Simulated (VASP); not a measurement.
# In2Ge (I4/mmm) in VASP: single point with PBE

Aim: the single point of In2Ge with PBE.

Everything below comes from runs of VASP 6.6.1. Logs are shortened: lines on timing, memory, paths and dates and some standing lists are left out, and cuts for length are marked.

## 1. The cell of the first run

It takes space group I4/mmm (No. 139, tetragonal). The conventional cell has a = 3.820 Å, b = 3.820 Å, c = 10.102 Å, α = 90.00°, β = 90.00°, γ = 90.00°. Within 4.1 Å of In (site symmetry 4mm) lie 5 Ge at 3.14 to 3.45 Å and 9 In at 3.20 to 3.82 Å. Within 4.1 Å of Ge (site symmetry 4/mmm) lie 10 In at 3.14 to 3.45 Å and 4 Ge at 3.82 Å.

## 2. Single point, PBE

Input file INCAR:

```
SYSTEM = In2Ge
PREC     = Accurate       ! precision mode
ENCUT    = 520            ! plane-wave cutoff, eV
EDIFF    = 1E-6           ! SCF threshold, eV
ISMEAR   = 0              ! smearing method
SIGMA    = 0.1            ! smearing width, eV
LREAL    = .False.        ! projectors in reciprocal space
LASPH    = .True.         ! aspherical terms in the spheres
NELM     = 80             ! most SCF steps
ALGO     = Fast           ! electronic algorithm
ISIF     = 2              ! what is computed and relaxed
LWAVE    = .False.        ! write WAVECAR
LCHARG   = .False.        ! write CHGCAR
GGA      = PE             ! functional
NBANDS   = 27             ! bands
```

Input file KPOINTS:

```
Automatic mesh
0
Gamma
  16 16 16
  0 0 0
```

Input file POSCAR:

```
In2Ge
1.0
   -1.9100527949      1.9100527949      5.0508291396
    1.9100527949     -1.9100527949      5.0508291396
    1.9100527949      1.9100527949     -5.0508291396
In Ge
2 1
Direct
    0.6584418403      0.6584418403      0.0000000000
    0.3415581597      0.3415581597      0.0000000000
    0.0000000000      0.0000000000      0.0000000000
```

Potentials or basis: VASP PAW PBE potentials, release 64 (In_d, Ge_d).

Launch:

```console
cat potpaw_PBE.64/In_d/POTCAR potpaw_PBE.64/Ge_d/POTCAR > POTCAR
mpirun -np 1 vasp_std > vasp.out
```

OUTCAR:

```text
SYSTEM = In2Ge
   PREC = Accurate
   ENCUT = 520
   EDIFF = 1E-6
   ISMEAR = 0
   LREAL = .False.
   LASPH = .True.
   NELM = 80
   ISIF = 2
   GGA = PE

 ion  position               nearest neighbor table
   1  0.658  0.658  0.000-   3 3.14   3 3.14   3 3.14   3 3.14   2 3.20   2 3.27   2 3.27   2 3.27
                             2 3.27   3 3.45
   2  0.342  0.342  0.000-   3 3.14   3 3.14   3 3.14   3 3.14   1 3.20   1 3.27   1 3.27   1 3.27
                             1 3.27   3 3.45
   3  0.000  0.000  0.000-   1 3.14   1 3.14   1 3.14   2 3.14   1 3.14   2 3.14   2 3.14   2 3.14
                             1 3.45   2 3.45

  LATTYP: Found a body centered tetragonal cell.
 ALAT       =     3.8201055898
 C/A-ratio  =     2.6443400691

  Lattice vectors:

 A1 = (  -1.9100527949,   1.9100527949,   5.0508291396)
 A2 = (   1.9100527949,  -1.9100527949,   5.0508291396)
 A3 = (   1.9100527949,   1.9100527949,  -5.0508291396)

Analysis of symmetry for initial positions (statically):
=====================================================================
 Subroutine PRICEL returns:
 Original cell was already a primitive cell.

 Routine SETGRP: Setting up the symmetry group for a
 body centered tetragonal supercell.

 Subroutine GETGRP returns: Found 16 space group operations
 (whereof 16 operations were pure point group operations)
 out of a pool of 16 trial point group operations.

The static configuration has the point symmetry D_4h.

Analysis of symmetry for dynamics (positions and initial velocities):
=====================================================================
 Subroutine PRICEL returns:
 Original cell was already a primitive cell.

 Routine SETGRP: Setting up the symmetry group for a
 body centered tetragonal supercell.

 Subroutine GETGRP returns: Found 16 space group operations
 (whereof 16 operations were pure point group operations)
 out of a pool of 16 trial point group operations.

The dynamic configuration has the point symmetry D_4h.

 Subroutine INISYM returns: Found 16 space group operations
 (whereof 16 operations are pure point group operations),
 and found     1 'primitive' translations

----------------------------------------------------------------------------------------

                                     Primitive cell

  volume of cell :      73.7078

  direct lattice vectors                    reciprocal lattice vectors
    -1.910052795  1.910052795  5.050829140     0.000000000  0.261772869  0.098993648
     1.910052795 -1.910052795  5.050829140     0.261772869  0.000000000  0.098993648
     1.910052795  1.910052795 -5.050829140     0.261772869  0.261772869  0.000000000

  length of vectors
     5.727781277  5.727781277  5.727781277     0.279865641  0.279865641  0.370202742

  position of ions in fractional coordinates (direct lattice)
     0.658441840  0.658441840  0.000000000
     0.341558160  0.341558160  0.000000000
     0.000000000  0.000000000  0.000000000

  ion indices of the primitive-cell ions
   primitive index   ion index
                 1           1
                 2           2
                 3           3

----------------------------------------------------------------------------------------

 KPOINTS: Automatic mesh

Automatic generation of k-mesh.
 Grid dimensions read from file:
 generate k-points for:   16   16   16

 Generating k-lattice:

  Cartesian coordinates                     Fractional coordinates (reciprocal lattice)
     0.000000000  0.016360804  0.006187103     0.062500000 -0.000000000  0.000000000
     0.016360804  0.000000000  0.006187103    -0.000000000  0.062500000  0.000000000
     0.016360804  0.016360804  0.000000000     0.000000000  0.000000000  0.062500000

  Length of vectors
     0.017491603  0.017491603  0.023137671

  Shift w.r.t. Gamma in fractional coordinates (k-lattice)
     0.000000000  0.000000000  0.000000000

 Subroutine IBZKPT returns following result:
 ===========================================

 Found    349 irreducible k-points:

 Following reciprocal coordinates:
            Coordinates               Weight
  0.000000  0.000000  0.000000      1.000000
  0.062500 -0.000000  0.000000      8.000000
  0.125000 -0.000000  0.000000      8.000000
  0.187500 -0.000000  0.000000      8.000000
  0.250000 -0.000000  0.000000      8.000000
  0.312500 -0.000000  0.000000      8.000000
[... 16 lines left out ...]
 -0.125000  0.062500 -0.000000     16.000000
 -0.062500  0.062500  0.000000      4.000000
 [... further k-points ...]
   k-points           NKPTS =    349   k-points in BZ     NKDIM =    349   number of bands    NBANDS=     27
   number of dos      NEDOS =    301   number of ions     NIONS =      3
   total plane-waves  NPLWV = 110592
   dimension x,y,z NGX =    48 NGY =   48 NGZ =   48
   dimension x,y,z NGXF=    96 NGYF=   96 NGZF=   96
   ions per type =               2   1
   NGX,Y,Z   is equivalent  to a cutoff of  13.93, 13.93, 13.93 a.u.
   NGXF,Y,Z  is equivalent  to a cutoff of  27.86, 27.86, 27.86 a.u.
 SYSTEM =  In2Ge
   PREC   = accura    normal or accurate (medium, high low for compatibility)
   ISTART =      0    job   : 0-new  1-cont  2-samecut
   ICHARG =      2    charge: 1-file 2-atom 10-const
   ISPIN  =      1    spin polarized calculation?
   LNONCOLLINEAR =      F non collinear calculations
   LSORBIT =      F    spin-orbit coupling
   LASPH  =      T    aspherical Exc in radial PAW
   ENCUT  =  520.0 eV  38.22 Ry    6.18 a.u.  10.65 10.65 10.65*2*pi/ulx,y,z
   NELM   =     80;   NELMIN=  2; NELMDL= -5     # of ELM steps
   EDIFF  = 0.1E-05   stopping-criterion for ELM
   LREAL  =      F    real-space projection
   EDIFFG = 0.1E-04   stopping-criterion for IOM
   NSW    =      0    number of steps for IOM
   IBRION =     -1    ionic relax: 0-MD 1-quasi-New 2-CG
   NFREE  =      0    steps in history (QN), initial steepest desc. (CG)
   ISIF   =      2    stress and relaxation
   ISYM   =      2    0-nonsym 1-usesym 2-fastsym
   POTIM  = 0.5000    time-step for ionic-motion
   TEBEG  =    0.0;   TEEND  =   0.0 temperature during run
   PSTRESS=    0.0 pullay stress
   NELECT =      40.0000    total number of electrons
   NUPDOWN=      -1.0000    fix difference up-down
   EMIN   =  10.00;   EMAX   =-10.00  energy-range for DOS
   EFERMI =   0.00;   METHOD = LEGACY
   ISMEAR =     0;   SIGMA  =   0.10  broadening in eV -4-tet -1-fermi 0-gaus
   EFERMI_NEDOS =   21; number of points for ismear=-14 and -15
   IALGO  =     68    algorithm
   IMIX   =      4    mixing-type and parameters
     AMIX     =   0.40;   BMIX     =  1.00
     AMIX_MAG =   1.60;   BMIX_MAG =  1.00
  volume/ion in A,a.u.               =      24.57       165.80
  Fermi-wavevector in a.u.,A,eV,Ry     =   1.335335  2.523418 24.260828  1.783121
  Thomas-Fermi vector in A             =   2.464047
   LORBIT       =      0    0 simple, 1 ext, 2 COOP (PROOUT), +10 PAW based schemes
   GGA     = PE    functional components
   LHFCALC =     F    Hartree Fock is set to
   AEXX    =    0.0000 exact exchange contribution
   IVDW    =     0    specifies the selected vdW correction
   LEPSILON=     F    determine dielectric tensor
   LRPA    =     F    only Hartree local field effects (RPA)
 non-spin polarized calculation
 RMM-DIIS sequential band-by-band and
 Gauss-broadening in eV      SIGMA  =   0.10
  energy-cutoff  :      520.00
  volume of cell :       73.71
 maximum number of plane-waves:      1998
 NGX is ok and might be reduce to    48
   NGX = 21   NGY = 21   NGZ = 21

 number of electron      39.9999997 magnetization

 Free energy of the ion-electron system (eV)
  ---------------------------------------------------
  ext. energy  EPLUGINS =         0.00000000
  ---------------------------------------------------
  free energy    TOTEN  =        -9.18601885 eV

  energy without entropy =       -9.17865171  energy(sigma->0) =       -9.18233528

 E-fermi :   6.9110     XC(G=0): -10.3771

 val. band max:        6.9069574902   @ k =  -0.2500   0.4375   0.1250
 cond. band min:       6.9131828989   @ k =  -0.3125   0.1875   0.0625
 fundamental gap:      0.0062254088
 Fermi energy:         6.9110415935

 k-point     1 :       0.0000    0.0000    0.0000
  band No.  band energies     occupation
      1     -17.7922      2.00000
      2     -17.7903      2.00000
      3     -17.7903      2.00000
      4     -17.7868      2.00000
      5     -17.7851      2.00000
      6      -7.7136      2.00000
[... 19 lines left out ...]
     26      13.1517      0.00000
     27      16.3206      0.00000

 k-point     2 :       0.0625   -0.0000    0.0000
  band No.  band energies     occupation
      1     -17.7921      2.00000
      2     -17.7904      2.00000
      3     -17.7903      2.00000
      4     -17.7865      2.00000
      5     -17.7852      2.00000
      6      -7.7107      2.00000
[... 19 lines left out ...]
     26      13.4519      0.00000
     27      16.0019      0.00000

 k-point     3 :       0.1250   -0.0000    0.0000
  band No.  band energies     occupation
      1     -17.7919      2.00000
      2     -17.7907      2.00000
      3     -17.7903      2.00000
      4     -17.7858      2.00000
      5     -17.7855      2.00000
      6      -7.7037      2.00000
[... 19 lines left out ...]
     26      14.2841      0.00000
     27      15.1699      0.00000

 k-point     4 :       0.1875   -0.0000    0.0000
  band No.  band energies     occupation
      1     -17.7916      2.00000
      2     -17.7912      2.00000
      3     -17.7903      2.00000
      4     -17.7859      2.00000
      5     -17.7846      2.00000
      6      -7.6980      2.00000
[... 19 lines left out ...]
     26      14.2697      0.00000
     27      14.6886      0.00000
[... 516 lines left out ...]
      4     -17.7860      2.00000
      5     -17.7845      2.00000
      6      -7.6920      2.00000
[... 19 lines left out ...]
     26      13.8720      0.00000
     27      15.3349      0.00000

 k-point    23 :      -0.1250    0.0625   -0.0000
  band No.  band energies     occupation
      1     -17.7918      2.00000
      2     -17.7907      2.00000
      3     -17.7904      2.00000
      4     -17.7856      2.00000
      5     -17.7856      2.00000
      6      -7.6997      2.00000
[... 19 lines left out ...]
     26      14.2890      0.00000
     27      14.3737      0.00000

 k-point    24 :      -0.0625    0.0625    0.0000
  band No.  band energies     occupation
      1     -17.7920      2.00000
      2     -17.7904      2.00000
      3     -17.7904      2.00000
      4     -17.7863      2.00000
      5     -17.7853      2.00000
      6      -7.7074      2.00000
[... 19 lines left out ...]
     26      13.6542      0.00000
     27      15.2171      0.00000

 [... further k-points ...]

------------------------ aborting loop because EDIFF is reached ----------------------------------------

  FORCE on cell =-STRESS in cart. coord.  units (eV):
  Direction    XX          YY          ZZ          XY          YZ          ZX
  --------------------------------------------------------------------------------------
  -------------------------------------------------------------------------------------
  Total       -0.0097273     -0.0097273     -0.0192933      0.0000000     -0.0000000      0.0000000
  in kB       -0.2114417     -0.2114417     -0.4193760      0.0000000     -0.0000000      0.0000000
  external PRESSURE =      -0.2807531 kB  Pullay stress =       0.0000000 kB

 VOLUME and BASIS-vectors are now :
 -----------------------------------------------------------------------------
  energy-cutoff  :      520.00
  volume of cell :       73.71
      direct lattice vectors                 reciprocal lattice vectors
    -1.910052795  1.910052795  5.050829140     0.000000000  0.261772869  0.098993648
     1.910052795 -1.910052795  5.050829140     0.261772869  0.000000000  0.098993648
     1.910052795  1.910052795 -5.050829140     0.261772869  0.261772869  0.000000000

 POSITION                                       TOTAL-FORCE (eV/Angst)
 -----------------------------------------------------------------------------------
      0.00000      0.00000      6.65135        -0.000000     -0.000000     -0.006493
      0.00000      0.00000      3.45030         0.000000      0.000000      0.006493
      0.00000      0.00000      0.00000        -0.000000     -0.000000     -0.000000
 -----------------------------------------------------------------------------------
    total drift:                               -0.000000     -0.000000      0.000000

  FREE ENERGIE OF THE ION-ELECTRON SYSTEM (eV)
  ---------------------------------------------------
  free  energy   TOTEN  =        -9.1860188523 eV

  energy  without entropy=       -9.1786517131  energy(sigma->0) =       -9.18233528
```

Run time: 15 min. Hardware: 1 thread of Intel Xeon 6975P-C (Granite Rapids), shared host; peak memory 0.8 GiB.

Results:

* Free energy: -9.1860 eV
* Pressure: 0.0 GPa
* Largest force: 0.006 eV/Å
* Band gap on the k mesh: zero (bands 20 and 21 overlap by 3.85 eV)

Forces on the atoms (eV/Å):
```
In   0.000  0.000 -0.006
In   0.000  0.000  0.006
Ge   0.000  0.000  0.000
```

Levels at points of the mesh, in eV from the Fermi level:
```tsv
k point	band 17	band 18	band 19	band 20	band 21	band 22	band 23	band 24
(0.00, 0.00, 0.00)	-4.83	-3.65	0.53	0.63	0.63	2.11	2.58	2.58
(0.50, 0.00, 0.00)	-6.75	-4.19	-3.49	1.72	1.88	2.09	3.89	4.62
(0.50, 0.50, 0.00)	-4.25	-3.95	-3.02	-2.68	-1.57	0.70	1.15	2.59
(0.50, 0.50, 0.50)	-7.99	-1.23	-0.32	-0.32	2.16	4.41	5.80	5.80
```

Caveat: spin-orbit coupling is left out, which moves the levels of the heavy elements.
